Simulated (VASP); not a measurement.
# Zr (I4_1/amd) in VASP: single point with PBE

Aim: the single point of Zr with PBE.

All numbers are computed with VASP 6.6.1; they aren't measurements. Logs are shortened: lines on timing, memory, paths and dates and some standing lists are left out, and cuts for length are marked.

## Step 1: The cell of the first run

The structure is tetragonal, space group I4_1/amd (No. 141). The conventional cell has a = 5.553 Å, b = 5.553 Å, c = 3.062 Å, α = 90.00°, β = 90.00°, γ = 90.00°. Within 3.8 Å of Zr (site symmetry -4m2) lie 10 Zr at 2.88 to 3.60 Å.

## Step 2: Single point, PBE (23.60 Å³/atom)

POSCAR reads:

```
Zr
1.0
   -2.7766937677      2.7766937677      1.5307664661
    2.7766937677     -2.7766937677      1.5307664661
    2.7766937677      2.7766937677     -1.5307664661
Zr
2
Direct
   -0.3750000000     -0.1250000000     -0.2500000000
    0.3750000000      0.1250000000      0.2500000000
```

INCAR.step1 reads:

```
SYSTEM = Zr
ALGO = Normal ; EDIFF = 1E-6
ENCUT = 400 ; GGA = PE
GGA_COMPAT = .False. ; ISIF = 2
ISMEAR = -1 ; LASPH = .True.
LCHARG = .True. ; LMAXMIX = 4
LORBIT = 11 ; LREAL = .False.
LWAVE = .False. ; NBANDS = 19
NEDOS = 2001 ; NELM = 120
PREC = Accurate ; SIGMA = 0.1
```

KPOINTS.step1 reads:

```
k-points
0
Gamma
  14 14 14
  0 0 0
```

INCAR.step2 reads:

```
SYSTEM = Zr
ALGO = Normal ; EDIFF = 1E-6
ENCUT = 400 ; GGA = PE
GGA_COMPAT = .False. ; ICHARG = 11
ISIF = 2 ; ISMEAR = -5
LASPH = .True. ; LCHARG = .False.
LMAXMIX = 4 ; LORBIT = 11
LREAL = .False. ; LWAVE = .False.
NEDOS = 1001 ; NELM = 120
PREC = Accurate ; SIGMA = 0.1
```

KPOINTS.step2 reads:

```
k-points
0
Gamma
  21 21 21
  0 0 0
```

Potentials or basis: VASP PAW PBE potentials, release 64 (Zr_sv).

The run is started by

```
$ cat potpaw_PBE.64/Zr_sv/POTCAR > POTCAR
$ cp INCAR.step1 INCAR
$ cp KPOINTS.step1 KPOINTS
$ mpirun -np 1 vasp_std > vasp.out
$ cp INCAR.step2 INCAR
$ cp KPOINTS.step2 KPOINTS
$ mpirun -np 1 vasp_std > vasp.out
```

OUTCAR:

```text
SYSTEM = Zr
   EDIFF = 1E-6
   ENCUT = 400
   GGA = PE
   ICHARG = 11
   ISIF = 2
   ISMEAR = -5
   LASPH = .True.
   LORBIT = 11
   LREAL = .False.
   NELM = 120
   PREC = Accurate

 ion  position               nearest neighbor table
   1  0.625  0.875  0.750-   2 2.88   2 2.88   2 2.88   2 2.88   2 3.60   2 3.60   2 3.60   2 3.60

   2  0.375  0.125  0.250-   1 2.88   1 2.88   1 2.88   1 2.88   1 3.60   1 3.60   1 3.60   1 3.60

  LATTYP: Found a body centered tetragonal cell.
 ALAT       =     5.5533875354
 C/A-ratio  =     0.5512910656

  Lattice vectors:

 A1 = (  -2.7766937677,   2.7766937677,   1.5307664661)
 A2 = (   2.7766937677,  -2.7766937677,   1.5307664661)
 A3 = (   2.7766937677,   2.7766937677,  -1.5307664661)

Analysis of symmetry for initial positions (statically):
=====================================================================
 Subroutine PRICEL returns:
 Original cell was already a primitive cell.

 Routine SETGRP: Setting up the symmetry group for a
 body centered tetragonal supercell.

 Subroutine GETGRP returns: Found 16 space group operations
 (whereof  4 operations were pure point group operations)
 out of a pool of 16 trial point group operations.

The static configuration has the point symmetry C_2h.
 The point group associated with its full space group is D_4h.

Analysis of symmetry for dynamics (positions and initial velocities):
=====================================================================
 Subroutine PRICEL returns:
 Original cell was already a primitive cell.

 Routine SETGRP: Setting up the symmetry group for a
 body centered tetragonal supercell.

 Subroutine GETGRP returns: Found 16 space group operations
 (whereof  4 operations were pure point group operations)
 out of a pool of 16 trial point group operations.

The dynamic configuration has the point symmetry C_2h.
 The point group associated with its full space group is D_4h.

 Subroutine INISYM returns: Found 16 space group operations
 (whereof  4 operations are pure point group operations),
 and found     1 'primitive' translations

----------------------------------------------------------------------------------------

                                     Primitive cell

  volume of cell :      47.2090

  direct lattice vectors                    reciprocal lattice vectors
    -2.776693768  2.776693768  1.530766466     0.000000000  0.180070271  0.326633756
     2.776693768 -2.776693768  1.530766466     0.180070271  0.000000000  0.326633756
     2.776693768  2.776693768 -1.530766466     0.180070271  0.180070271  0.000000000

  length of vectors
     4.214653311  4.214653311  4.214653311     0.372981116  0.372981116  0.254657820

  position of ions in fractional coordinates (direct lattice)
     0.625000000  0.875000000  0.750000000
     0.375000000  0.125000000  0.250000000

  ion indices of the primitive-cell ions
   primitive index   ion index
                 1           1
                 2           2

----------------------------------------------------------------------------------------

 KPOINTS: k-points

Automatic generation of k-mesh.
 Grid dimensions read from file:
 generate k-points for:   21   21   21

 Generating k-lattice:

  Cartesian coordinates                     Fractional coordinates (reciprocal lattice)
     0.000000000  0.008574775  0.015553988     0.047619048  0.000000000  0.000000000
     0.008574775  0.000000000  0.015553988     0.000000000  0.047619048  0.000000000
     0.008574775  0.008574775  0.000000000     0.000000000  0.000000000  0.047619048

  Length of vectors
     0.017761006  0.017761006  0.012126563

  Shift w.r.t. Gamma in fractional coordinates (k-lattice)
     0.000000000  0.000000000  0.000000000

 TETIRR: Found  22611 inequivalent tetrahedra from    55566

 Subroutine IBZKPT returns following result:
 ===========================================

 Found    726 irreducible k-points:

 Following reciprocal coordinates:
            Coordinates               Weight
  0.000000  0.000000  0.000000      1.000000
  0.047619  0.000000 -0.000000      8.000000
  0.095238  0.000000  0.000000      8.000000
  0.142857  0.000000 -0.000000      8.000000
  0.190476  0.000000  0.000000      8.000000
  0.238095 -0.000000  0.000000      8.000000
[... 16 lines left out ...]
 -0.428571  0.047619 -0.000000     16.000000
 -0.380952  0.047619  0.000000     16.000000
 [... further k-points ...]
   k-points           NKPTS =    726   k-points in BZ     NKDIM =    726   number of bands    NBANDS=     16
   number of dos      NEDOS =   1001   number of ions     NIONS =      2
   total plane-waves  NPLWV =  21952
   dimension x,y,z NGX =    28 NGY =   28 NGZ =   28
   dimension x,y,z NGXF=    56 NGYF=   56 NGZF=   56
   ions per type =               2
   NGX,Y,Z   is equivalent  to a cutoff of  11.04, 11.04, 11.04 a.u.
   NGXF,Y,Z  is equivalent  to a cutoff of  22.09, 22.09, 22.09 a.u.
 SYSTEM =  Zr
   PREC   = accura    normal or accurate (medium, high low for compatibility)
   ISTART =      0    job   : 0-new  1-cont  2-samecut
   ICHARG =     11    charge: 1-file 2-atom 10-const
   ISPIN  =      1    spin polarized calculation?
   LNONCOLLINEAR =      F non collinear calculations
   LSORBIT =      F    spin-orbit coupling
   LASPH  =      T    aspherical Exc in radial PAW
   ENCUT  =  400.0 eV  29.40 Ry    5.42 a.u.   6.87  6.87  6.87*2*pi/ulx,y,z
   NELM   =    120;   NELMIN=  2; NELMDL=  0     # of ELM steps
   EDIFF  = 0.1E-05   stopping-criterion for ELM
   LREAL  =      F    real-space projection
   EDIFFG = 0.1E-04   stopping-criterion for IOM
   NSW    =      0    number of steps for IOM
   IBRION =     -1    ionic relax: 0-MD 1-quasi-New 2-CG
   NFREE  =      0    steps in history (QN), initial steepest desc. (CG)
   ISIF   =      2    stress and relaxation
   ISYM   =      2    0-nonsym 1-usesym 2-fastsym
   POTIM  = 0.5000    time-step for ionic-motion
   TEBEG  =    0.0;   TEEND  =   0.0 temperature during run
   PSTRESS=    0.0 pullay stress
   NELECT =      24.0000    total number of electrons
   NUPDOWN=      -1.0000    fix difference up-down
   EMIN   =  10.00;   EMAX   =-10.00  energy-range for DOS
   EFERMI =   0.00;   METHOD = LEGACY
   ISMEAR =    -5;   SIGMA  =   0.10  broadening in eV -4-tet -1-fermi 0-gaus
   EFERMI_NEDOS =   21; number of points for ismear=-14 and -15
   IALGO  =     38    algorithm
   IMIX   =      4    mixing-type and parameters
     AMIX     =   0.40;   BMIX     =  1.00
     AMIX_MAG =   1.60;   BMIX_MAG =  1.00
  volume/ion in A,a.u.               =      23.60       159.29
  Fermi-wavevector in a.u.,A,eV,Ry     =   1.306583  2.469084 23.227304  1.707159
  Thomas-Fermi vector in A             =   2.437375
   LORBIT       =     11    0 simple, 1 ext, 2 COOP (PROOUT), +10 PAW based schemes
   GGA     = PE    functional components
   LHFCALC =     F    Hartree Fock is set to
   AEXX    =    0.0000 exact exchange contribution
   IVDW    =     0    specifies the selected vdW correction
   LEPSILON=     F    determine dielectric tensor
   LRPA    =     F    only Hartree local field effects (RPA)
 non-spin polarized calculation
 Fermi weights with tetrahedron method with Bloechl corrections
  energy-cutoff  :      400.00
  volume of cell :       47.21
 maximum number of plane-waves:       873

 number of electron      24.0000000 magnetization

 Free energy of the ion-electron system (eV)
  ---------------------------------------------------
  ext. energy  EPLUGINS =         0.00000000
  ---------------------------------------------------
  free energy    TOTEN  =       -16.06351244 eV

  energy without entropy =      -16.06351244  energy(sigma->0) =      -16.06351244

 E-fermi :   8.3815     XC(G=0): -10.9686

 val. band max:        8.4202508323   @ k =  -0.3333  -0.3333   0.2381
 cond. band min:       8.3575181577   @ k =  -0.1905  -0.2857   0.1429
 fundamental gap:     -0.0627326746
 Fermi energy:         8.3815197958

 k-point     1 :       0.0000    0.0000    0.0000
  band No.  band energies     occupation
      1     -40.1323      2.00000
      2     -39.8014      2.00000
      3     -18.5984      2.00000
      4     -18.5984      2.00000
      5     -17.5844      2.00000
      6     -17.5683      2.00000
[... 8 lines left out ...]
     15      11.6449      0.00000
     16      11.7032      0.00000

 k-point     2 :       0.0476    0.0000   -0.0000
  band No.  band energies     occupation
      1     -40.1290      2.00000
      2     -39.8012      2.00000
      3     -18.5969      2.00000
      4     -18.5899      2.00000
      5     -17.6076      2.00000
      6     -17.5875      2.00000
[... 8 lines left out ...]
     15      11.0639      0.00000
     16      12.0981      0.00000

 k-point     3 :       0.0952    0.0000    0.0000
  band No.  band energies     occupation
      1     -40.1192      2.00000
      2     -39.8009      2.00000
      3     -18.5926      2.00000
      4     -18.5653      2.00000
      5     -17.6670      2.00000
      6     -17.6417      2.00000
[... 8 lines left out ...]
     15      10.4845      0.00000
     16      12.1328      0.00000

 k-point     4 :       0.1429    0.0000   -0.0000
  band No.  band energies     occupation
      1     -40.1036      2.00000
      2     -39.8005      2.00000
      3     -18.5858      2.00000
      4     -18.5273      2.00000
      5     -17.7557      2.00000
      6     -17.7210      2.00000
[... 8 lines left out ...]
     15      10.1330      0.00000
     16      11.8200      0.00000

 k-point     5 :       0.1905    0.0000    0.0000
  band No.  band energies     occupation
      1     -40.0834      2.00000
      2     -39.8004      2.00000
      3     -18.5772      2.00000
      4     -18.4806      2.00000
      5     -17.8674      2.00000
      6     -17.8137      2.00000
[... 8 lines left out ...]
     15      10.1808      0.00000
     16      11.3720      0.00000

 k-point     6 :       0.2381   -0.0000    0.0000
  band No.  band energies     occupation
      1     -40.0598      2.00000
      2     -39.8010      2.00000
      3     -18.5673      2.00000
      4     -18.4330      2.00000
      5     -17.9900      2.00000
      6     -17.9074      2.00000
[... 8 lines left out ...]
     15      10.5162      0.00000
     16      11.0760      0.00000
[... 267 lines left out ...]
 k-point    21 :       0.4762    0.0476    0.0000
  band No.  band energies     occupation
      1     -39.9591      2.00000
      2     -39.8167      2.00000
      3     -18.5464      2.00000
      4     -18.4880      2.00000
      5     -18.3685      2.00000
      6     -17.9662      2.00000
[... 8 lines left out ...]
     15      10.2915      0.00000
     16      11.7340      0.00000

 k-point    22 :      -0.4762    0.0476   -0.0000
  band No.  band energies     occupation
      1     -39.9652      2.00000
      2     -39.8177      2.00000
      3     -18.5429      2.00000
      4     -18.4670      2.00000
      5     -18.3463      2.00000
      6     -17.9518      2.00000
[... 8 lines left out ...]
     15      10.4441      0.00000
     16      11.8834      0.00000

 k-point    23 :      -0.4286    0.0476   -0.0000
  band No.  band energies     occupation
      1     -39.9800      2.00000
      2     -39.8164      2.00000
      3     -18.5448      2.00000
      4     -18.4216      2.00000
      5     -18.3000      2.00000
      6     -17.9723      2.00000
[... 8 lines left out ...]
     15      10.6161      0.00000
     16      12.1774      0.00000

 k-point    24 :      -0.3810    0.0476    0.0000
  band No.  band energies     occupation
      1     -40.0010      2.00000
      2     -39.8140      2.00000
      3     -18.5519      2.00000
      4     -18.3734      2.00000
      5     -18.2302      2.00000
      6     -17.9862      2.00000
[... 8 lines left out ...]
     15      10.8249      0.00000
     16      11.5634      0.00000

 [... further k-points ...]

------------------------ aborting loop because EDIFF is reached ----------------------------------------

  FORCE on cell =-STRESS in cart. coord.  units (eV):
  Direction    XX          YY          ZZ          XY          YZ          ZX
  --------------------------------------------------------------------------------------
  -------------------------------------------------------------------------------------
  Total       -0.2335419     -0.2335419     -0.0817698      0.0000000     -0.0000000      0.0000000
  in kB       -7.9259352     -7.9259352     -2.7751000      0.0000000     -0.0000000      0.0000000
  external PRESSURE =      -6.2089901 kB  Pullay stress =       0.0000000 kB

 VOLUME and BASIS-vectors are now :
 -----------------------------------------------------------------------------
  energy-cutoff  :      400.00
  volume of cell :       47.21
      direct lattice vectors                 reciprocal lattice vectors
    -2.776693768  2.776693768  1.530766466     0.000000000  0.180070271  0.326633756
     2.776693768 -2.776693768  1.530766466     0.180070271  0.000000000  0.326633756
     2.776693768  2.776693768 -1.530766466     0.180070271  0.180070271  0.000000000

 POSITION                                       TOTAL-FORCE (eV/Angst)
 -----------------------------------------------------------------------------------
      2.77669      1.38835      1.14807         0.000000     -0.000000      0.000000
     -0.00000      1.38835      0.38269        -0.000000      0.000000     -0.000000
 -----------------------------------------------------------------------------------
    total drift:                               -0.000000      0.000000     -0.000000

  FREE ENERGIE OF THE ION-ELECTRON SYSTEM (eV)
  ---------------------------------------------------
  free  energy   TOTEN  =       -16.0635124448 eV

  energy  without entropy=      -16.0635124448  energy(sigma->0) =      -16.06351244

 total charge

# of ion       s       p       d       tot
------------------------------------------
    1        2.228   5.936   1.770   9.934
    2        2.228   5.936   1.770   9.934
--------------------------------------------------
tot          4.456  11.872   3.541  19.869
```

It took 2.5 min on 1 thread of Intel Xeon 6975P-C (Granite Rapids), shared host; peak memory 0.45 GiB.

What came out:

```
Valence electrons inside the program's atomic spheres : Zr 9.93
```

Levels at points of the mesh, in eV from the Fermi level:
```csv
k point,band 9,band 10,band 11,band 12,band 13,band 14,band 15,band 16
"(0.00, 0.00, 0.00)",-5.04,-2.84,-1.09,-0.68,0.15,3.26,3.26,3.32
```

Caveat: tetrahedron occupations give inexact forces and stress in metals.
